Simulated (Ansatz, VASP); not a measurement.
Two plane-wave programs on Sb

File INCAR:

```
PREC = Accurate
ENCUT = 520
EDIFF = 1E-7
ISMEAR = -1
SIGMA = 0.05
LREAL = F
LASPH = T
NELM = 100
ALGO = Normal
ISIF = 2
LWAVE = F
LCHARG = F
GGA = CA
NBANDS = 12
```

Contents of KPOINTS:

```
regular mesh
0
Gamma
  8 8 8
```

Contents of POSCAR:

```
Sb
1.0
    2.1102243954      1.2183386227      3.6812845966
   -2.1102243954      1.2183386227      3.6812845966
    0.0000000000     -2.4366772455      3.6812845966
Sb
2
Direct
    0.7665100000      0.7665100000      0.7665100000
    0.2334900000      0.2334900000      0.2334900000
```

Contents of input.yaml:

```yaml
crystal:
  lattice:
    - [2.1102243954, 1.2183386227, 3.6812845966]
    - [-2.1102243954, 1.2183386227, 3.6812845966]
    - [0.0, -2.4366772455, 3.6812845966]
  atoms:
    - { symbol: Sb, position: [0.76651, 0.76651, 0.76651] }
    - { symbol: Sb, position: [0.23349, 0.23349, 0.23349] }
hamiltonian:
  xc: lda
  pseudopotentials: { kind: paw }
kpoints:
  mp_grid: { grid: [8, 8, 8] }
scf:
  occupations: { method: fermi_dirac, width: 0.05 }
output:
  forces: true
  stress: true
  eigenvalues: true
```

Alike in both runs: task single point; functional LDA; k mesh 8 × 8 × 8; occupations fermi-dirac, width 0.05 eV; no spin polarisation.

|  | VASP | Ansatz |
| --- | --- | --- |
| version | VASP 6.6.1 | Ansatz 0.2.0 |
| potentials or method | VASP PAW LDA potentials, release 64 (Sb) | Ansatz PAW |
| plane-wave cutoff (eV) | 520 | 420 |
| valence electrons in the cell | 10 | 30 |

|  | VASP | Ansatz | Ansatz less VASP |
| --- | --- | --- | --- |
| gap on the k mesh at the Fermi level (eV) | none | none | - |
| pressure (GPa) | 3.1 | 2.7 | -0.40 |
| traceless stress, the component that is largest in VASP (GPa) | -0.91 | -0.80 | +0.105 |
| rms of the force components (eV/Å) | 0.249 | 0.201 | -0.0485 |

LDA's correlation is that of Perdew and Zunger in VASP and of Perdew and Wang (1992) in Ansatz. Atom by atom the forces differ by 0.049 eV/Å (rms over components). A gap of «none» marks a metal or a gap that the smearing closes. VASP's potentials hold 10 valence electrons a cell and Ansatz's 30, so a difference there can come from the potentials and not from the codes.

Neither program's run includes spin-orbit coupling.
